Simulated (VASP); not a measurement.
## GaN: single point with r2SCAN

Crystal: GaN.

```
CELL_PARAMETERS angstrom
3.27540 0.00000 0.00000
-1.63770 2.83658 0.00000
0.00000 0.00000 5.16600
ATOMIC_POSITIONS crystal
Ga 0.33333 0.66667 0.00000
Ga 0.66667 0.33333 0.50000
N 0.33333 0.66667 0.37500
N 0.66667 0.33333 0.87500
```

This cell differs from its parent crystal: strain +0.030 along x and y, +0.000 along z.

| Property | Result |
| --- | --- |
| Program | VASP 6.6.1 |
| Task | single point |
| Functional | r2SCAN |
| Potentials or basis | VASP PAW PBE potentials, release 64 (Ga_d, N) |
| Cutoff | 520 eV |
| k mesh | 12 × 12 × 6 |
| Occupations | gaussian, width 0.05 eV |
| Spin | no spin polarisation |

| Item | Value |
| --- | --- |
| Pressure | -8.2 GPa |
| Largest force | 0.398 eV/Å |
| Band gap on the k mesh | 1.99 eV |

Forces in eV/Å, atoms in the order of the input:
```
Ga   0.000  0.000 -0.398
Ga   0.000  0.000 -0.398
N    0.000  0.000  0.398
N    0.000  0.000  0.398
```

Stress tensor (GPa, compression positive):
```
-12.28   0.00   0.00
  0.00 -12.28   0.00
  0.00   0.00  -0.08
```

Levels at points of the mesh, in eV from the valence-band top:
```csv
k point,band 16,band 17,band 18,band 19,band 20,band 21
"(0.00, 0.00, 0.00)",-0.02,-0.02,0.00,1.99,4.18,9.85
"(0.50, 0.00, 0.00)",-2.77,-2.15,-0.90,5.20,5.79,6.60
"(0.00, 0.00, 0.50)",-0.60,-0.60,-0.60,4.30,4.30,9.06
"(0.50, 0.00, 0.50)",-1.91,-1.76,-1.76,4.75,4.75,8.16
```

Run time: 100 s on 1 thread of Intel(R) Xeon(R) 6975P-C (Granite Rapids) (shared host), peak memory 0.21 GiB.

Caveat: the cell differs from its parent crystal (strain +0.030 along x and y, +0.000 along z); the cell stands under tension; the PAW data sets were made with another functional, which shifts forces and pressure a little.
